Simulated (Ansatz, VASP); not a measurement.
**One calculation of Si23H4O48, two programs**

```
Si O H
1.0
     9.83160    0.00000    0.00000
    -4.91580    8.51441    0.00000
     0.00000    0.00000   10.81820
Si O H
23 48 4
Cartesian
  2.6187 0.0083 1.7685
  -1.3010 2.3020 3.6317
  1.1100 2.0044 0.0011
  -2.2959 8.4953 7.1795
  8.4555 2.2679 9.0335
  1.1607 1.9456 5.4281
  0.1663 4.2805 1.8089
  6.0560 6.5358 3.6041
  -1.3042 6.2413 10.7820
  6.0521 6.5279 9.0085
  -1.3113 6.2633 5.3834
  7.5418 0.0366 1.8092
  3.5876 2.2741 3.5985
  6.0035 1.9755 0.0032
  7.5222 0.0105 7.2147
  3.5560 2.2628 9.0010
  6.0550 1.9907 5.4008
  5.0609 4.2643 1.8099
  1.1405 6.5592 3.5922
  3.6046 6.2743 0.0131
  5.0477 4.2535 7.2086
  1.1802 6.5494 8.9967
  3.5886 6.2623 5.4057
  -0.3396 1.7593 4.8275
  1.1130 3.1148 1.1890
  -0.7587 3.7016 3.0146
  1.6469 0.5951 0.5993
  2.1154 2.5070 4.2338
  3.5540 1.1785 2.3946
  -0.3884 1.7869 10.2309
  1.2584 2.9951 6.6710
  -0.7751 3.6528 8.4174
  1.6812 0.4890 5.9493
  2.0700 2.5188 9.6062
  3.5419 1.1618 7.8078
  -2.8046 6.0139 4.8015
  -1.3281 7.3940 1.1159
  -3.2266 7.9187 2.9590
  -0.7949 4.8520 0.6276
  -0.3512 6.8064 4.1821
  1.1203 5.4550 2.3964
  -2.7995 6.0025 10.1946
  -1.3057 7.3593 6.5885
  -3.2443 7.9187 8.3722
  -0.7779 4.8528 6.0088
  -0.3357 6.7013 9.5566
  1.3099 5.5210 7.7275
  4.5815 1.7426 4.7729
  5.9902 3.0897 1.1868
  4.1085 3.6883 2.9951
  6.5740 0.5885 0.6201
  7.0417 2.5475 4.2342
  8.4842 1.2054 2.4246
  4.5170 1.7422 10.2090
  5.9999 3.0845 6.6096
  4.0722 3.6809 8.3860
  6.5952 0.5883 6.0093
  6.9573 2.4923 9.6089
  8.4793 1.1633 7.8377
  2.1092 6.0271 4.7849
  3.5862 7.3948 1.1915
  1.6874 7.9663 2.9997
  4.1269 4.8655 0.6213
  4.5739 6.7870 4.2190
  6.0246 5.4119 2.4274
  2.1163 6.0368 10.2273
  3.5609 7.3612 6.6070
  1.6433 7.9978 8.4195
  4.1211 4.8526 6.0161
  4.5724 6.7827 9.6247
  6.0146 5.3940 7.8391
  1.8168 4.5430 7.8637
  0.5082 3.0321 7.3083
  0.1014 4.9807 6.4437
  -1.2142 4.0841 7.6480
```

Alike in both runs: task single point; functional r2SCAN; k mesh 1 × 1 × 1; occupations gaussian, width 0.02 eV; no spin polarisation.

|  | VASP | Ansatz |
| --- | --- | --- |
| version | VASP 6.6.1 | Ansatz 0.2.0 |
| potentials or method | VASP PAW PBE potentials, release 64 (Si, O, H) | scalar-relativistic, plane waves, PAW |
| plane-wave cutoff (eV) | 520 | 500 |
| valence electrons in the cell | 384 | 384 |

```csv
,VASP,Ansatz,Ansatz less VASP
gap on the k mesh at the Fermi level (eV),6.33,6.34,+0.003
least direct gap on the mesh (eV),6.33,6.34,+0.003
```

VASP's potentials were made for PBE, not for r2SCAN. The functional is the same, so the differences come from potentials, cutoffs and numerics.
